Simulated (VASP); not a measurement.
The system is MgB2.

```
CELL_PARAMETERS angstrom
3.08500 0.00000 0.00000
-1.54250 2.67169 0.00000
0.00000 0.00000 3.52300
ATOMIC_POSITIONS crystal
Mg 0.00000 0.00000 0.00000
B 0.66667 0.33333 0.50000
B 0.33333 0.66667 0.50000
```

Base run:

| Item | Value |
| --- | --- |
| Program | VASP 6.6.1 |
| Functional | PBE |
| Potentials or basis | VASP PAW PBE potentials, release 64 (Mg, B) |
| Cutoff | 520 eV |
| k mesh | 10 × 10 × 8 |
| Occupations | fermi-dirac, width 0.05 eV |
| Spin | no spin polarisation |

Its results: band gap on the k mesh zero (band 4 reaches 6.39 eV, above the bottom of band 5 at 3.94 eV); pressure -1.2 GPa.

Q: The run is repeated on the same cell with these changes: functional from PBE to r2SCAN. What comes out?

A: Band gap on the k mesh zero (band 4 reaches 6.46 eV, above the bottom of band 5 at 3.91 eV); pressure -2.5 GPa.

Caveats: the PAW data sets were made with another functional, which shifts forces and pressure a little (some runs).
